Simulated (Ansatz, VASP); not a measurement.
**ZnS in VASP and in Ansatz**

Contents of INCAR:

```
PREC = Accurate
ENCUT = 520
EDIFF = 1E-6
ISMEAR = 0
SIGMA = 0.1
LREAL = F
LASPH = T
NELM = 60
ALGO = Normal
ISIF = 2
LWAVE = F
LCHARG = F
GGA = PE
NBANDS = 66
```

The input KPOINTS:

```
regular mesh
0
Gamma
  4 4 4
```

POSCAR

```
ZnS
1.0
    6.2363989700      0.0000000000      0.0000000000
    0.0000000000      6.2363989700      0.0000000000
    0.0000000000      0.0000000000      6.2363989700
Zn S
6 6
Direct
    0.5000000000      0.0000000000      0.7500000000
    0.7500000000      0.5000000000      0.0000000000
    0.0000000000      0.7500000000      0.5000000000
    0.5000000000      0.0000000000      0.2500000000
    0.2500000000      0.5000000000      0.0000000000
    0.0000000000      0.2500000000      0.5000000000
    0.0000000000      0.5000000000      0.7500000000
    0.7500000000      0.0000000000      0.5000000000
    0.5000000000      0.7500000000      0.0000000000
    0.0000000000      0.5000000000      0.2500000000
    0.2500000000      0.0000000000      0.5000000000
    0.5000000000      0.2500000000      0.0000000000
```

Input for Ansatz:

```yaml
crystal:
  lattice:
    - [6.23639897, 0.0, 0.0]
    - [0.0, 6.23639897, 0.0]
    - [0.0, 0.0, 6.23639897]
  atoms:
    - { symbol: Zn, position: [0.5, 0.0, 0.75] }
    - { symbol: Zn, position: [0.75, 0.5, 0.0] }
    - { symbol: Zn, position: [0.0, 0.75, 0.5] }
    - { symbol: Zn, position: [0.5, 0.0, 0.25] }
    - { symbol: Zn, position: [0.25, 0.5, 0.0] }
    - { symbol: Zn, position: [0.0, 0.25, 0.5] }
    - { symbol: S, position: [0.0, 0.5, 0.75] }
    - { symbol: S, position: [0.75, 0.0, 0.5] }
    - { symbol: S, position: [0.5, 0.75, 0.0] }
    - { symbol: S, position: [0.0, 0.5, 0.25] }
    - { symbol: S, position: [0.25, 0.0, 0.5] }
    - { symbol: S, position: [0.5, 0.25, 0.0] }
basis:
  ecutwfc: 420
kpoints:
  mp_grid: { grid: [4, 4, 4] }
hamiltonian:
  xc: pbe
scf:
  occupations: { method: gaussian, width: 0.1 }
  lower_state_search: "off"
output:
  forces: true
  stress: true
  eigenvalues: true
```

Alike in both runs: task single point; functional PBE; k mesh 4 × 4 × 4; occupations gaussian, width 0.1 eV; no spin polarisation.

|  | VASP | Ansatz |
| --- | --- | --- |
| version | VASP 6.6.1 | Ansatz 0.2.0 |
| potentials or method | VASP PAW PBE potentials, release 64 (Zn, S), cutoff 520 eV | scalar-relativistic, plane waves, PAW |
| valence electrons in the cell | 108 | 108 |

|  | VASP | Ansatz | Ansatz less VASP |
| --- | --- | --- | --- |
| gap on the k mesh at the Fermi level (eV) | 2.62 | 2.61 | -0.006 |
| least direct gap on the mesh (eV) | 2.62 | 2.61 | -0.006 |
| pressure (GPa) | 19.1 | 18.9 | -0.25 |
